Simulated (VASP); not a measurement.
# Rb2Se3S4 (Fmmm) in VASP: single point with PBE

Aim: the single point of Rb2Se3S4 with PBE.

Program: VASP 6.6.1. These are calculated values, not measurements. Logs are shortened: lines on timing, memory, paths and dates and some standing lists are left out, and cuts for length are marked.

## (1) The cell of the first run

It takes space group Fmmm (No. 69, orthorhombic). Conventional cell: a = 6.633 Å, b = 11.251 Å, c = 13.805 Å, α = 90.00°, β = 90.00°, γ = 90.00°. Rb (site symmetry mm2) has 8 S at 3.62 to 3.86 Å and 7 Se at 3.92 to 4.74 Å and 3 Rb at 4.19 to 4.33 Å within 4.8 Å. Within 3.3 Å of Se (site symmetry mmm) lie 4 S at 2.53 Å and 4 Se at 3.27 Å. Within 3.4 Å of Se (site symmetry 2/m) lie 4 S at 2.51 Å and 4 Se at 3.27 to 3.32 Å. Within 3.4 Å of S (site symmetry m) lie 3 Se at 2.51 to 2.53 Å and 1 S at 3.31 Å.

## (2) Single point, PBE

Input file POSCAR:

```
Rb2Se3S4
1.0
   -3.3162650000      5.6257140000      0.0000000000
    3.3162650000      0.0000000000      6.9023980000
    3.3162650000      5.6257140000      0.0000000000
Rb Se S
2 3 4
Direct
    0.3430000000      0.6860000000      0.6570000000
    0.6570000000      0.3140000000      0.3430000000
    0.0000000000      0.0000000000      0.0000000000
    0.0000000000      0.0000000000      0.5000000000
    0.5000000000      0.0000000000      0.0000000000
    0.2900000000      0.2400000000      0.0500000000
    0.9500000000      0.2400000000      0.7100000000
    0.7100000000      0.7600000000      0.9500000000
    0.0500000000      0.7600000000      0.2900000000
```

Input file INCAR.step1:

```
PREC = Accurate
ENCUT = 520
EDIFF = 1E-6
ISMEAR = -1
SIGMA = 0.1
LREAL = False
LASPH = True
NELM = 100
ALGO = Normal
ISIF = 2
LWAVE = False
LCHARG = True
GGA = PE
NBANDS = 40
```

Input file KPOINTS.step1:

```
regular mesh
0
Gamma
  5 5 5
```

Input file INCAR.step2:

```
PREC = Accurate
ENCUT = 520
EDIFF = 1E-6
ISMEAR = -5
SIGMA = 0.1
LREAL = False
LASPH = True
NELM = 100
ALGO = Normal
ISIF = 2
LWAVE = False
LCHARG = False
GGA = PE
LORBIT = 11
NBANDS = 40
NEDOS = 1001
ICHARG = 11
```

Input file KPOINTS.step2:

```
regular mesh
0
Gamma
  8 8 8
```

Potentials or basis: VASP PAW PBE potentials, release 64 (Rb_sv, Se, S).

On the command line:

```bash
> cat potpaw_PBE.64/Rb_sv/POTCAR potpaw_PBE.64/Se/POTCAR potpaw_PBE.64/S/POTCAR > POTCAR
> cp INCAR.step1 INCAR
> cp KPOINTS.step1 KPOINTS
> mpirun -np 1 vasp_std > vasp.out
> cp INCAR.step2 INCAR
> cp KPOINTS.step2 KPOINTS
> mpirun -np 1 vasp_std > vasp.out
```

OUTCAR:

```text
PREC = Accurate
   ENCUT = 520
   EDIFF = 1E-6
   ISMEAR = -5
   LREAL = False
   LASPH = True
   NELM = 100
   ISIF = 2
   GGA = PE
   LORBIT = 11
   ICHARG = 11

 ion  position               nearest neighbor table
   1  0.343  0.686  0.657-   6 3.62   7 3.62   8 3.75   9 3.75   9 3.86   8 3.86   9 3.86   8 3.86
                             4 3.92   5 3.92   5 3.92   4 3.92   3 3.96   3 3.96   2 4.19   2 4.19
   2  0.657  0.314  0.343-   8 3.62   9 3.62   6 3.75   7 3.75   6 3.86   7 3.86   7 3.86   6 3.86
                             4 3.92   5 3.92   5 3.92   4 3.92   3 3.96   3 3.96   1 4.19   1 4.19
   3  0.000  0.000  0.000-   6 2.53   7 2.53   8 2.53   9 2.53   2 3.96   1 3.96   2 3.96   1 3.96

   4  0.000  0.000  0.500-   6 2.51   7 2.51   8 2.51   9 2.51   2 3.92   1 3.92   2 3.92   1 3.92

   5  0.500  0.000  0.000-   6 2.51   8 2.51   7 2.51   9 2.51   1 3.92   2 3.92   2 3.92   1 3.92

   6  0.290  0.240  0.050-   5 2.51   4 2.51   3 2.53   1 3.62   2 3.75   2 3.86   2 3.86
   7  0.950  0.240  0.710-   4 2.51   5 2.51   3 2.53   1 3.62   2 3.75   2 3.86   2 3.86
   8  0.710  0.760  0.950-   5 2.51   4 2.51   3 2.53   2 3.62   1 3.75   1 3.86   1 3.86
   9  0.050  0.760  0.290-   4 2.51   5 2.51   3 2.53   2 3.62   1 3.75   1 3.86   1 3.86

  LATTYP: Found a face centered orthorhombic cell.
 ALAT       =     6.6325300000
 B/A-ratio  =     1.6964006194
 C/A-ratio  =     2.0813770914

  Lattice vectors:

 A1 = (   0.0000000000,   5.6257140000,   6.9023980000)
 A2 = (   3.3162650000,   0.0000000000,   6.9023980000)
 A3 = (   3.3162650000,   5.6257140000,   0.0000000000)

Analysis of symmetry for initial positions (statically):
=====================================================================
 Subroutine PRICEL returns:
 Original cell was already a primitive cell.

 Routine SETGRP: Setting up the symmetry group for a
 face centered orthorhombic supercell.

 Subroutine GETGRP returns: Found  8 space group operations
 (whereof  8 operations were pure point group operations)
 out of a pool of  8 trial point group operations.

The static configuration has the point symmetry D_2h.

Analysis of symmetry for dynamics (positions and initial velocities):
=====================================================================
 Subroutine PRICEL returns:
 Original cell was already a primitive cell.

 Routine SETGRP: Setting up the symmetry group for a
 face centered orthorhombic supercell.

 Subroutine GETGRP returns: Found  8 space group operations
 (whereof  8 operations were pure point group operations)
 out of a pool of  8 trial point group operations.

The dynamic configuration has the point symmetry D_2h.

 Subroutine INISYM returns: Found  8 space group operations
 (whereof  8 operations are pure point group operations),
 and found     1 'primitive' translations

----------------------------------------------------------------------------------------

                                     Primitive cell

  volume of cell :     257.5472

  direct lattice vectors                    reciprocal lattice vectors
    -3.316265000  5.625714000  0.000000000    -0.150772028  0.088877607  0.072438593
     3.316265000  0.000000000  6.902398000     0.000000000  0.000000000  0.144877186
     3.316265000  5.625714000  0.000000000     0.150772028  0.088877607 -0.072438593

  length of vectors
     6.530411286  7.657722357  6.530411286     0.189416956  0.144877186  0.189416956

  position of ions in fractional coordinates (direct lattice)
     0.343000000  0.686000000  0.657000000
     0.657000000  0.314000000  0.343000000
     0.000000000  0.000000000  0.000000000
     0.000000000  0.000000000  0.500000000
     0.500000000  0.000000000  0.000000000
     0.290000000  0.240000000  0.050000000
     0.950000000  0.240000000  0.710000000
     0.710000000  0.760000000  0.950000000
     0.050000000  0.760000000  0.290000000

  ion indices of the primitive-cell ions
   primitive index   ion index
                 1           1
                 2           2
                 3           3
                 4           4
                 5           5
                 6           6
                 7           7
                 8           8
                 9           9

----------------------------------------------------------------------------------------

 KPOINTS: regular mesh

Automatic generation of k-mesh.
 Grid dimensions read from file:
 generate k-points for:    8    8    8

 Generating k-lattice:

  Cartesian coordinates                     Fractional coordinates (reciprocal lattice)
    -0.018846504  0.011109701  0.009054824     0.125000000  0.000000000  0.000000000
     0.000000000  0.000000000  0.018109648     0.000000000  0.125000000  0.000000000
     0.018846504  0.011109701 -0.009054824     0.000000000  0.000000000  0.125000000

  Length of vectors
     0.023677120  0.018109648  0.023677120

  Shift w.r.t. Gamma in fractional coordinates (k-lattice)
     0.000000000  0.000000000  0.000000000

 TETIRR: Found   1440 inequivalent tetrahedra from     3072

 Subroutine IBZKPT returns following result:
 ===========================================

 Found     95 irreducible k-points:

 Following reciprocal coordinates:
            Coordinates               Weight
  0.000000  0.000000  0.000000      1.000000
  0.125000  0.000000  0.000000      8.000000
  0.250000  0.000000  0.000000      8.000000
  0.375000  0.000000  0.000000      8.000000
  0.500000  0.000000  0.000000      4.000000
  0.000000  0.125000  0.000000      2.000000
[... 16 lines left out ...]
  0.250000  0.000000  0.125000      8.000000
  0.375000 -0.000000  0.125000      8.000000
 [... further k-points ...]
   k-points           NKPTS =     95   k-points in BZ     NKDIM =     95   number of bands    NBANDS=     40
   number of dos      NEDOS =   1001   number of ions     NIONS =      9
   total plane-waves  NPLWV = 150000
   dimension x,y,z NGX =    50 NGY =   60 NGZ =   50
   dimension x,y,z NGXF=   100 NGYF=  120 NGZF=  100
   ions per type =               2   3   4
   NGX,Y,Z   is equivalent  to a cutoff of  12.73, 13.03, 12.73 a.u.
   NGXF,Y,Z  is equivalent  to a cutoff of  25.46, 26.05, 25.46 a.u.
 SYSTEM =  unknown system
   PREC   = accura    normal or accurate (medium, high low for compatibility)
   ISTART =      0    job   : 0-new  1-cont  2-samecut
   ICHARG =     11    charge: 1-file 2-atom 10-const
   ISPIN  =      1    spin polarized calculation?
   LNONCOLLINEAR =      F non collinear calculations
   LSORBIT =      F    spin-orbit coupling
   LASPH  =      T    aspherical Exc in radial PAW
   ENCUT  =  520.0 eV  38.22 Ry    6.18 a.u.  12.14 14.24 12.14*2*pi/ulx,y,z
   NELM   =    100;   NELMIN=  2; NELMDL=  0     # of ELM steps
   EDIFF  = 0.1E-05   stopping-criterion for ELM
   LREAL  =      F    real-space projection
[... 7 lines left out ...]
   TEBEG  =    0.0;   TEEND  =   0.0 temperature during run
   PSTRESS=    0.0 pullay stress
   NELECT =      60.0000    total number of electrons
   NUPDOWN=      -1.0000    fix difference up-down
   EMIN   =  10.00;   EMAX   =-10.00  energy-range for DOS
   EFERMI =   0.00;   METHOD = LEGACY
   ISMEAR =    -5;   SIGMA  =   0.10  broadening in eV -4-tet -1-fermi 0-gaus
   EFERMI_NEDOS =   21; number of points for ismear=-14 and -15
   IALGO  =     38    algorithm
   IMIX   =      4    mixing-type and parameters
     AMIX     =   0.40;   BMIX     =  1.00
     AMIX_MAG =   1.60;   BMIX_MAG =  1.00
  volume/ion in A,a.u.               =      28.62       193.11
  Fermi-wavevector in a.u.,A,eV,Ry     =   1.007333  1.903583 13.806094  1.014719
  Thomas-Fermi vector in A             =   2.140131
   LORBIT       =     11    0 simple, 1 ext, 2 COOP (PROOUT), +10 PAW based schemes
   GGA     = PE    functional components
   LHFCALC =     F    Hartree Fock is set to
   AEXX    =    0.0000 exact exchange contribution
   IVDW    =     0    specifies the selected vdW correction
   LEPSILON=     F    determine dielectric tensor
   LRPA    =     F    only Hartree local field effects (RPA)
 non-spin polarized calculation
 Fermi weights with tetrahedron method with Bloechl corrections
  energy-cutoff  :      520.00
  volume of cell :      257.55
 maximum number of plane-waves:      6977
 NGX is ok and might be reduce to    50

 number of electron      59.9999997 magnetization

 Free energy of the ion-electron system (eV)
  ---------------------------------------------------
  ext. energy  EPLUGINS =         0.00000000
  ---------------------------------------------------
  free energy    TOTEN  =       -31.40033870 eV

  energy without entropy =      -31.40033870  energy(sigma->0) =      -31.40033870

 E-fermi :   2.5838     XC(G=0):  -8.3177

 val. band max:        2.5756805673   @ k =   0.0000   0.0000   0.0000
 cond. band min:       3.3977677465   @ k =   0.0000   0.5000   0.0000
 fundamental gap:      0.8220871792
 Fermi energy:         2.5838230383

 k-point     1 :       0.0000    0.0000    0.0000
  band No.  band energies     occupation
      1     -24.7765      2.00000
      2     -24.7564      2.00000
      3     -13.3865      2.00000
      4     -10.6533      2.00000
      5     -10.5134      2.00000
      6     -10.3819      2.00000
[... 32 lines left out ...]
     39       7.3863      0.00000
     40       8.0105      0.00000

 k-point     2 :       0.1250    0.0000    0.0000
  band No.  band energies     occupation
      1     -24.7758      2.00000
      2     -24.7571      2.00000
      3     -13.3443      2.00000
      4     -11.1503      2.00000
      5     -10.4213      2.00000
      6     -10.2666      2.00000
[... 32 lines left out ...]
     39       7.5403      0.00000
     40       8.0662      0.00000

 k-point     3 :       0.2500    0.0000    0.0000
  band No.  band energies     occupation
      1     -24.7737      2.00000
      2     -24.7591      2.00000
      3     -13.2213      2.00000
      4     -11.6680      2.00000
      5     -10.4309      2.00000
      6     -10.2226      2.00000
[... 32 lines left out ...]
     39       7.7514      0.00000
     40       7.9476      0.00000

 k-point     4 :       0.3750    0.0000    0.0000
  band No.  band energies     occupation
      1     -24.7708      2.00000
      2     -24.7619      2.00000
      3     -13.0386      2.00000
      4     -12.0957      2.00000
      5     -10.4417      2.00000
      6     -10.1609      2.00000
[... 32 lines left out ...]
     39       7.7321      0.00000
     40       8.1491      0.00000
[... 772 lines left out ...]
     39       7.4513      0.00000
     40       8.0682      0.00000

 k-point    23 :       0.2500    0.0000    0.1250
  band No.  band energies     occupation
      1     -24.7757      2.00000
      2     -24.7571      2.00000
      3     -13.2642      2.00000
      4     -11.5063      2.00000
      5     -10.4895      2.00000
      6     -10.2293      2.00000
[... 32 lines left out ...]
     39       7.6056      0.00000
     40       7.8840      0.00000

 k-point    24 :       0.3750   -0.0000    0.1250
  band No.  band energies     occupation
      1     -24.7737      2.00000
      2     -24.7591      2.00000
      3     -13.1076      2.00000
      4     -11.9484      2.00000
      5     -10.4706      2.00000
      6     -10.1722      2.00000
[... 32 lines left out ...]
     39       7.6941      0.00000
     40       7.9312      0.00000

 [... further k-points ...]
[... 5 lines left out ...]
  --------------------------------------------------------------------------------------
  -------------------------------------------------------------------------------------
  Total        2.9406869      1.8155264      0.8660158      0.0000000      0.0000000      0.0000000
  in kB       18.2937401     11.2942209      5.3874041      0.0000000      0.0000000      0.0000000
  external PRESSURE =      11.6584550 kB  Pullay stress =       0.0000000 kB

 VOLUME and BASIS-vectors are now :
 -----------------------------------------------------------------------------
  energy-cutoff  :      520.00
  volume of cell :      257.55
      direct lattice vectors                 reciprocal lattice vectors
    -3.316265000  5.625714000  0.000000000    -0.150772028  0.088877607  0.072438593
     3.316265000  0.000000000  6.902398000     0.000000000  0.000000000  0.144877186
     3.316265000  5.625714000  0.000000000     0.150772028  0.088877607 -0.072438593

 POSITION                                       TOTAL-FORCE (eV/Angst)
 -----------------------------------------------------------------------------------
      3.31626      5.62571      4.73505         0.000000      0.000000      0.219448
      0.00000      5.62571      2.16735         0.000000      0.000000     -0.219448
      0.00000      0.00000      0.00000         0.000000     -0.000000      0.000000
      1.65813      2.81286      0.00000         0.000000     -0.000000      0.000000
     -1.65813      2.81286      0.00000         0.000000     -0.000000      0.000000
      0.00000      1.91274      1.65658        -0.000000     -0.173483      0.268507
      0.00000      9.33869      1.65658        -0.000000      0.173483      0.268507
      3.31627      9.33869      5.24582         0.000000      0.173483     -0.268507
      3.31627      1.91274      5.24582         0.000000     -0.173483     -0.268507
 -----------------------------------------------------------------------------------
    total drift:                                0.000000      0.000000      0.000000

  FREE ENERGIE OF THE ION-ELECTRON SYSTEM (eV)
  ---------------------------------------------------
  free  energy   TOTEN  =       -31.4003386961 eV

  energy  without entropy=      -31.4003386961  energy(sigma->0) =      -31.40033870

 total charge

# of ion       s       p       d       tot
------------------------------------------
    1        1.935   5.348   0.017   7.300
    2        1.935   5.348   0.017   7.300
    3        1.559   2.026   0.088   3.673
    4        1.561   2.025   0.092   3.677
    5        1.561   2.025   0.092   3.677
    6        1.363   2.280   0.000   3.643
    7        1.363   2.280   0.000   3.643
    8        1.363   2.280   0.000   3.643
    9        1.363   2.280   0.000   3.643
--------------------------------------------------
tot         14.002  25.891   0.306  40.199
```

It took 8.8 min on 1 thread of Intel Xeon 6975P-C (Granite Rapids), shared host; peak memory 0.92 GiB.

What came out:

- Valence electrons inside the program's atomic spheres: Rb 7.30; Se 3.67, 3.68 (each value once); S 3.64
